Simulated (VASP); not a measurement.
# TmTaSe4 (F-43m) in VASP: further runs

TmTaSe4 is run at these levels: PBE; tasks: single point.

Program: VASP 6.6.1. These are calculated values, not measurements. Logs are shortened: lines on timing, memory, paths and dates and some standing lists are left out, and cuts for length are marked.

**1. The cell of the first run**

The structure is cubic, space group F-43m (No. 216). The conventional cell has a = 8.369 Å, b = 8.369 Å, c = 8.369 Å, α = 90.00°, β = 90.00°, γ = 90.00°. Within 4.6 Å of Tm (site symmetry -43m) lie 12 Se at 3.50 Å and 4 Ta at 3.62 Å. Within 2.6 Å of Ta (site symmetry -43m) lie 4 Se at 1.95 Å. Se (site symmetry 3m) has 1 Ta at 1.95 Å within 2.6 Å.

The cell was built from a structure type or drawn by symmetry, and may not be a known phase.

**2. Single point, PBE**

File INCAR:

```
SYSTEM = TmTaSe4
PREC = Accurate ; ENCUT = 500
EDIFF = 1E-6 ; ISMEAR = 0
SIGMA = 0.1 ; LREAL = .False.
LASPH = .True. ; NELM = 200
ALGO = Normal ; ISIF = 2
LWAVE = .False. ; LCHARG = .False.
GGA = PE ; NBANDS = 31
GGA_COMPAT = .False. ; LMAXMIX = 6
```

File KPOINTS:

```
regular mesh
0
Gamma
  4 4 4
  0 0 0
```

File POSCAR:

```
TmTaSe4
1.0
    0.0000000000      4.1845119000      4.1845119000
    4.1845119000      0.0000000000      4.1845119000
    4.1845119000      4.1845119000      0.0000000000
Tm Ta Se
1 1 4
Direct
    0.5000000000      0.5000000000      0.5000000000
    0.2500000000      0.2500000000      0.2500000000
    0.1156230800      0.1156230800      0.1156230800
    0.1156230800      0.1156230800      0.6531307500
    0.1156230800      0.6531307500      0.1156230800
    0.6531307500      0.1156230800      0.1156230800
```

Potentials or basis: VASP PAW PBE potentials, release 64 (Tm_3, Ta_pv, Se), 4f in core.

Started as:

```
cat potpaw_PBE.64/Tm_3/POTCAR potpaw_PBE.64/Ta_pv/POTCAR potpaw_PBE.64/Se/POTCAR > POTCAR
mpirun -np 1 vasp_std > vasp.out
```

OUTCAR:

```text
SYSTEM = TmTaSe4
   PREC = Accurate
   ENCUT = 500
   EDIFF = 1E-6
   ISMEAR = 0
   LREAL = .False.
   LASPH = .True.
   NELM = 200
   ISIF = 2
   GGA = PE

 ion  position               nearest neighbor table
   1  0.500  0.500  0.500-   2 3.62   2 3.62   2 3.62   2 3.62
   2  0.250  0.250  0.250-   4 1.95   5 1.95   6 1.95   3 1.95   1 3.62   1 3.62   1 3.62   1 3.62

   3  0.116  0.116  0.116-   2 1.95   4 2.74   5 2.74   6 2.74
   4  0.116  0.116  0.653-   2 1.95   3 2.74   5 2.74   6 2.74
   5  0.116  0.653  0.116-   2 1.95   3 2.74   4 2.74   6 2.74
   6  0.653  0.116  0.116-   2 1.95   3 2.74   4 2.74   5 2.74

  LATTYP: Found a face centered cubic cell.
 ALAT       =     8.3690238000

  Lattice vectors:

 A1 = (   0.0000000000,   4.1845119000,   4.1845119000)
 A2 = (   4.1845119000,   0.0000000000,   4.1845119000)
 A3 = (   4.1845119000,   4.1845119000,   0.0000000000)

Analysis of symmetry for initial positions (statically):
=====================================================================
 Subroutine PRICEL returns:
 Original cell was already a primitive cell.

 Routine SETGRP: Setting up the symmetry group for a
 face centered cubic supercell.

 Subroutine GETGRP returns: Found 24 space group operations
 (whereof 24 operations were pure point group operations)
 out of a pool of 48 trial point group operations.

The static configuration has the point symmetry T_d .

Analysis of symmetry for dynamics (positions and initial velocities):
=====================================================================
 Subroutine PRICEL returns:
 Original cell was already a primitive cell.

 Routine SETGRP: Setting up the symmetry group for a
 face centered cubic supercell.

 Subroutine GETGRP returns: Found 24 space group operations
 (whereof 24 operations were pure point group operations)
 out of a pool of 48 trial point group operations.

The dynamic configuration has the point symmetry T_d .

 Subroutine INISYM returns: Found 24 space group operations
 (whereof 24 operations are pure point group operations),
 and found     1 'primitive' translations

----------------------------------------------------------------------------------------

                                     Primitive cell

  volume of cell :     146.5428

  direct lattice vectors                    reciprocal lattice vectors
     0.000000000  4.184511900  4.184511900    -0.119488249  0.119488249  0.119488249
     4.184511900  0.000000000  4.184511900     0.119488249 -0.119488249  0.119488249
     4.184511900  4.184511900  0.000000000     0.119488249  0.119488249 -0.119488249

  length of vectors
     5.917793481  5.917793481  5.917793481     0.206959718  0.206959718  0.206959718

  position of ions in fractional coordinates (direct lattice)
     0.500000000  0.500000000  0.500000000
     0.250000000  0.250000000  0.250000000
     0.115623080  0.115623080  0.115623080
     0.115623080  0.115623080  0.653130750
     0.115623080  0.653130750  0.115623080
     0.653130750  0.115623080  0.115623080

  ion indices of the primitive-cell ions
   primitive index   ion index
                 1           1
                 2           2
                 3           3
                 4           4
                 5           5
                 6           6

----------------------------------------------------------------------------------------

 KPOINTS: regular mesh

Automatic generation of k-mesh.
 Grid dimensions read from file:
 generate k-points for:    4    4    4

 Generating k-lattice:

  Cartesian coordinates                     Fractional coordinates (reciprocal lattice)
    -0.029872062  0.029872062  0.029872062     0.250000000  0.000000000  0.000000000
     0.029872062 -0.029872062  0.029872062     0.000000000  0.250000000  0.000000000
     0.029872062  0.029872062 -0.029872062     0.000000000  0.000000000  0.250000000

  Length of vectors
     0.051739930  0.051739930  0.051739930

  Shift w.r.t. Gamma in fractional coordinates (k-lattice)
     0.000000000  0.000000000  0.000000000

 Subroutine IBZKPT returns following result:
 ===========================================

 Found      8 irreducible k-points:

 Following reciprocal coordinates:
            Coordinates               Weight
  0.000000  0.000000  0.000000      1.000000
  0.250000  0.000000  0.000000      8.000000
  0.500000  0.000000  0.000000      4.000000
  0.250000  0.250000  0.000000      6.000000
  0.500000  0.250000  0.000000     24.000000
 -0.250000  0.250000  0.000000     12.000000
  0.500000  0.500000  0.000000      3.000000
 -0.250000  0.500000  0.250000      6.000000
   k-points           NKPTS =      8   k-points in BZ     NKDIM =      8   number of bands    NBANDS=     31
   number of dos      NEDOS =    301   number of ions     NIONS =      6
   total plane-waves  NPLWV = 110592
   dimension x,y,z NGX =    48 NGY =   48 NGZ =   48
   dimension x,y,z NGXF=    96 NGYF=   96 NGZF=   96
   ions per type =               1   1   4
   NGX,Y,Z   is equivalent  to a cutoff of  13.48, 13.48, 13.48 a.u.
   NGXF,Y,Z  is equivalent  to a cutoff of  26.97, 26.97, 26.97 a.u.
 SYSTEM =  TmTaSe4
   PREC   = accura    normal or accurate (medium, high low for compatibility)
   ISTART =      0    job   : 0-new  1-cont  2-samecut
   ICHARG =      2    charge: 1-file 2-atom 10-const
   ISPIN  =      1    spin polarized calculation?
   LNONCOLLINEAR =      F non collinear calculations
   LSORBIT =      F    spin-orbit coupling
   LASPH  =      T    aspherical Exc in radial PAW
   ENCUT  =  500.0 eV  36.75 Ry    6.06 a.u.  10.79 10.79 10.79*2*pi/ulx,y,z
   NELM   =    200;   NELMIN=  2; NELMDL= -5     # of ELM steps
   EDIFF  = 0.1E-05   stopping-criterion for ELM
   LREAL  =      F    real-space projection
   EDIFFG = 0.1E-04   stopping-criterion for IOM
   NSW    =      0    number of steps for IOM
   IBRION =     -1    ionic relax: 0-MD 1-quasi-New 2-CG
   NFREE  =      0    steps in history (QN), initial steepest desc. (CG)
   ISIF   =      2    stress and relaxation
   ISYM   =      2    0-nonsym 1-usesym 2-fastsym
   POTIM  = 0.5000    time-step for ionic-motion
   TEBEG  =    0.0;   TEEND  =   0.0 temperature during run
   PSTRESS=    0.0 pullay stress
   NELECT =      44.0000    total number of electrons
   NUPDOWN=      -1.0000    fix difference up-down
   EMIN   =  10.00;   EMAX   =-10.00  energy-range for DOS
   EFERMI =   0.00;   METHOD = LEGACY
   ISMEAR =     0;   SIGMA  =   0.10  broadening in eV -4-tet -1-fermi 0-gaus
   EFERMI_NEDOS =   21; number of points for ismear=-14 and -15
   IALGO  =     38    algorithm
   IMIX   =      4    mixing-type and parameters
     AMIX     =   0.40;   BMIX     =  1.00
     AMIX_MAG =   1.60;   BMIX_MAG =  1.00
  volume/ion in A,a.u.               =      24.42       164.82
  Fermi-wavevector in a.u.,A,eV,Ry     =   1.096236  2.071587 16.350589  1.201734
  Thomas-Fermi vector in A             =   2.232575
   LORBIT       =      0    0 simple, 1 ext, 2 COOP (PROOUT), +10 PAW based schemes
   GGA     = PE    functional components
   LHFCALC =     F    Hartree Fock is set to
   AEXX    =    0.0000 exact exchange contribution
   IVDW    =     0    specifies the selected vdW correction
   LEPSILON=     F    determine dielectric tensor
   LRPA    =     F    only Hartree local field effects (RPA)
 non-spin polarized calculation
 Gauss-broadening in eV      SIGMA  =   0.10
  energy-cutoff  :      500.00
  volume of cell :      146.54
 maximum number of plane-waves:      3750
 NGX is ok and might be reduce to    48
   NGX = 21   NGY = 21   NGZ = 21

 number of electron      44.0000001 magnetization

 Free energy of the ion-electron system (eV)
  ---------------------------------------------------
  ext. energy  EPLUGINS =         0.00000000
  ---------------------------------------------------
  free energy    TOTEN  =       -15.93279170 eV

  energy without entropy =      -15.91031536  energy(sigma->0) =      -15.92155353

 E-fermi :   4.6649     XC(G=0):  -9.3425

 val. band max:        4.6592282559   @ k =   0.2500   0.0000   0.0000
 cond. band min:       4.6752190219   @ k =   0.2500   0.0000   0.0000
 fundamental gap:      0.0159907659
 Fermi energy:         4.6648983497

 k-point     1 :       0.0000    0.0000    0.0000
  band No.  band energies     occupation
      1     -29.7349      2.00000
      2     -29.7349      2.00000
      3     -29.7349      2.00000
      4     -23.4092      2.00000
      5     -23.4092      2.00000
      6     -23.4092      2.00000
[... 23 lines left out ...]
     30       7.7431      0.00000
     31       7.7431      0.00000

 k-point     2 :       0.2500    0.0000    0.0000
  band No.  band energies     occupation
      1     -29.7355      2.00000
      2     -29.7350      2.00000
      3     -29.7350      2.00000
      4     -23.4099      2.00000
      5     -23.4092      2.00000
      6     -23.4092      2.00000
[... 23 lines left out ...]
     30       7.9517      0.00000
     31       7.9517      0.00000

 k-point     3 :       0.5000    0.0000    0.0000
  band No.  band energies     occupation
      1     -29.7361      2.00000
      2     -29.7351      2.00000
      3     -29.7351      2.00000
      4     -23.4105      2.00000
      5     -23.4091      2.00000
      6     -23.4091      2.00000
[... 23 lines left out ...]
     30       8.4881      0.00000
     31       8.4881      0.00000

 k-point     4 :       0.2500    0.2500    0.0000
  band No.  band energies     occupation
      1     -29.7355      2.00000
      2     -29.7352      2.00000
      3     -29.7352      2.00000
      4     -23.4100      2.00000
      5     -23.4092      2.00000
      6     -23.4092      2.00000
[... 23 lines left out ...]
     30       7.9600      0.00000
     31       8.5882      0.00000

 k-point     5 :       0.5000    0.2500    0.0000
  band No.  band energies     occupation
      1     -29.7361      2.00000
      2     -29.7353      2.00000
      3     -29.7353      2.00000
      4     -23.4105      2.00000
      5     -23.4093      2.00000
      6     -23.4091      2.00000
[... 23 lines left out ...]
     30       8.0884      0.00000
     31       9.0008      0.00000

 k-point     6 :      -0.2500    0.2500    0.0000
  band No.  band energies     occupation
      1     -29.7360      2.00000
      2     -29.7353      2.00000
      3     -29.7351      2.00000
      4     -23.4103      2.00000
      5     -23.4093      2.00000
      6     -23.4091      2.00000
[... 23 lines left out ...]
     30       8.1259      0.00000
     31       8.4501      0.00000

 k-point     7 :       0.5000    0.5000    0.0000
  band No.  band energies     occupation
      1     -29.7361      2.00000
      2     -29.7355      2.00000
      3     -29.7355      2.00000
      4     -23.4108      2.00000
      5     -23.4092      2.00000
      6     -23.4092      2.00000
[... 23 lines left out ...]
     30       8.5698      0.00000
     31       8.8894      0.00000

 k-point     8 :      -0.2500    0.5000    0.2500
  band No.  band energies     occupation
      1     -29.7362      2.00000
      2     -29.7355      2.00000
      3     -29.7354      2.00000
      4     -23.4106      2.00000
      5     -23.4094      2.00000
      6     -23.4092      2.00000
[... 23 lines left out ...]
     30       8.6009      0.00000
     31       8.9387      0.00000

------------------------ aborting loop because EDIFF is reached ----------------------------------------

  FORCE on cell =-STRESS in cart. coord.  units (eV):
  Direction    XX          YY          ZZ          XY          YZ          ZX
  --------------------------------------------------------------------------------------
  -------------------------------------------------------------------------------------
  Total       57.8421574     57.8421574     57.8421574      0.0000000      0.0000000     -0.0000000
  in kB      632.3982327    632.3982327    632.3982327      0.0000000      0.0000000     -0.0000000
  external PRESSURE =     632.3982327 kB  Pullay stress =       0.0000000 kB

 VOLUME and BASIS-vectors are now :
 -----------------------------------------------------------------------------
  energy-cutoff  :      500.00
  volume of cell :      146.54
      direct lattice vectors                 reciprocal lattice vectors
     0.000000000  4.184511900  4.184511900    -0.119488249  0.119488249  0.119488249
     4.184511900  0.000000000  4.184511900     0.119488249 -0.119488249  0.119488249
     4.184511900  4.184511900  0.000000000     0.119488249  0.119488249 -0.119488249

 POSITION                                       TOTAL-FORCE (eV/Angst)
 -----------------------------------------------------------------------------------
      4.18451      4.18451      4.18451        -0.000000     -0.000000     -0.000000
      2.09226      2.09226      2.09226         0.000000     -0.000000     -0.000000
      0.96765      0.96765      0.96765        -9.684188     -9.684188     -9.684188
      3.21686      3.21686      0.96765         9.684188      9.684188     -9.684188
      3.21686      0.96765      3.21686         9.684188     -9.684188      9.684188
      0.96765      3.21686      3.21686        -9.684188      9.684188      9.684188
 -----------------------------------------------------------------------------------
    total drift:                                0.000032      0.000032      0.000032

  FREE ENERGIE OF THE ION-ELECTRON SYSTEM (eV)
  ---------------------------------------------------
  free  energy   TOTEN  =       -15.9327917004 eV

  energy  without entropy=      -15.9103153567  energy(sigma->0) =      -15.92155353
```

Wall time 38 s (1 thread of Intel Xeon 6975P-C (Granite Rapids), shared host); peak memory 0.33 GiB.

Results:

| Quantity | Value |
| --- | --- |
| Free energy | -15.9328 eV |
| Pressure | 63.2 GPa |
| Largest force | 16.774 eV/Å |
| Band gap on the k mesh | zero (bands 22 and 23 overlap by 0.01 eV) |

Forces in eV/Å, atoms in the order of the input:
```
Tm   0.000  0.000  0.000
Ta   0.000  0.000  0.000
Se  -9.684 -9.684 -9.684
Se   9.684  9.684 -9.684
Se   9.684 -9.684  9.684
Se  -9.684  9.684  9.684
```

Caveat: the cell stands under pressure; spin-orbit coupling is left out, which moves the levels of the heavy elements; the 4f electrons are frozen in the core, so they carry no moment and show no levels; the run has no spin polarisation, though such a crystal can be magnetic; forces of over 1 eV/Å act on the atoms, so gaps and moduli don't describe the material at rest.

**3. Single point, PBE**

This run uses another cell than the first one, of 39.84 Å³/atom.

File INCAR:

```
SYSTEM = TmTaSe4
PREC     = Accurate       ! precision mode
ENCUT    = 500            ! plane-wave cutoff, eV
EDIFF    = 1E-6           ! SCF threshold, eV
ISMEAR   = 0              ! smearing method
SIGMA    = 0.1            ! smearing width, eV
LREAL    = .False.        ! projectors in reciprocal space
LASPH    = .True.         ! aspherical terms in the spheres
NELM     = 200            ! most SCF steps
ALGO     = Normal         ! electronic algorithm
ISIF     = 2              ! what is computed and relaxed
LWAVE    = .False.        ! write WAVECAR
LCHARG   = .False.        ! write CHGCAR
GGA      = PE             ! functional
NBANDS   = 31             ! bands
GGA_COMPAT= .False.      
LMAXMIX  = 6              ! l up to which the mixer works
```

File KPOINTS:

```
Automatic mesh
0
Gamma
  4 4 4
  0 0 0
```

File POSCAR:

```
TmTaSe4
1.0
    0.0000000000      4.9260226583      4.9260226583
    4.9260226583      0.0000000000      4.9260226583
    4.9260226583      4.9260226583      0.0000000000
Tm Ta Se
1 1 4
Direct
    0.5000000000      0.5000000000      0.5000000000
    0.2500000000      0.2500000000      0.2500000000
    0.1115087601      0.1115087601      0.1115087601
    0.1115087601      0.1115087601      0.6654737196
    0.1115087601      0.6654737196      0.1115087601
    0.6654737196      0.1115087601      0.1115087601
```

Potentials or basis: VASP PAW PBE potentials, release 64 (Tm_3, Ta_pv, Se), 4f in core.

Started as:

```
cat potpaw_PBE.64/Tm_3/POTCAR potpaw_PBE.64/Ta_pv/POTCAR potpaw_PBE.64/Se/POTCAR > POTCAR
mpirun -np 1 vasp_std > vasp.out
```

Wall time 67 s (1 thread of Intel Xeon 6975P-C (Granite Rapids), shared host); peak memory 0.41 GiB.

Results (log left out):

```
Free energy            : -29.8779 eV
Pressure               : 0.2 GPa
Largest force          : 0.036 eV/Å
Band gap on the k mesh : zero (bands 22 and 23 overlap by 0.32 eV)
```

Forces on the atoms (eV/Å):
```
Tm   0.000  0.000  0.000
Ta   0.000  0.000  0.000
Se  -0.021 -0.021 -0.021
Se   0.021  0.021 -0.021
Se   0.021 -0.021  0.021
Se  -0.021  0.021  0.021
```

Levels at points of the mesh, in eV from the Fermi level:
| k point | band 20 | band 21 | band 22 | band 23 | band 24 | band 25 |
| --- | --- | --- | --- | --- | --- | --- |
| (0.00, 0.00, 0.00) | -0.92 | 0.16 | 0.16 | 0.16 | 0.87 | 0.87 |
| (0.50, 0.00, 0.00) | -0.95 | -0.95 | 0.18 | 0.26 | 0.71 | 0.89 |
| (0.50, 0.50, 0.00) | -1.22 | -0.59 | -0.59 | 0.45 | 0.73 | 0.80 |

Caveat: spin-orbit coupling is left out, which moves the levels of the heavy elements; the 4f electrons are frozen in the core, so they carry no moment and show no levels; the run has no spin polarisation, though such a crystal can be magnetic. With open d or f shells a metallic result of PBE can be an artefact of self-interaction; +U or a hybrid may open a gap.
